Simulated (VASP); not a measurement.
Write the native input for VASP 6.6.1 that does the following.

```yaml
Task: single point
Functional: PBE
Potentials_or_basis: VASP PAW PBE potentials, release 64 (Te)
Cutoff: 520 eV
k_mesh: 15 × 15 × 15
Occupations: fermi-dirac, width 0.08 eV
Spin: no spin polarisation
Dipole_correction: no
Further_INCAR_settings: ALGO = Normal; EDIFF = 1e-07; NBANDS = 13
```

The structure of Te lies in POSCAR:

```
Te
1.0
   -2.3868808348      2.3868808348      1.2708842604
    2.3868808348     -2.3868808348      1.2708842604
    2.3868808348      2.3868808348     -1.2708842604
Te
2
Direct
   -0.3750000000     -0.1250000000     -0.2500000000
    0.3750000000      0.1250000000      0.2500000000
```

This cell differs from its parent crystal: volume scaled by 0.45.

These files were run (other wordings do the same):

INCAR

```
SYSTEM = Te
  PREC = Accurate
  ENCUT = 520
  EDIFF = 1E-7
  ISMEAR = -1
  SIGMA = 0.08
  LREAL = .False.
  LASPH = .True.
  NELM = 100
  ALGO = Normal
  ISIF = 2
  LWAVE = .False.
  LCHARG = .False.
  GGA = PE
  NBANDS = 13
```

KPOINTS

```
regular mesh
0
Gamma
  15 15 15
  0 0 0
```

Potentials or basis: VASP PAW PBE potentials, release 64 (Te).

The run is started by

```bash
$ cat potpaw_PBE.64/Te/POTCAR > POTCAR
$ mpirun -np 1 vasp_std > vasp.out
```

It gave:

```yaml
Pressure: 216.2 GPa
Band_gap_on_the_k_mesh: zero (band 6 reaches 28.12 eV, above the bottom of band 7 at 18.62 eV)
```

Caveat: spin-orbit coupling is left out, which moves the levels of the heavy elements.

Wall time 2.2 min on 1 thread of Oxide Virtual Turin-like Processor, with other jobs on the host, peak memory 0.19 GiB.
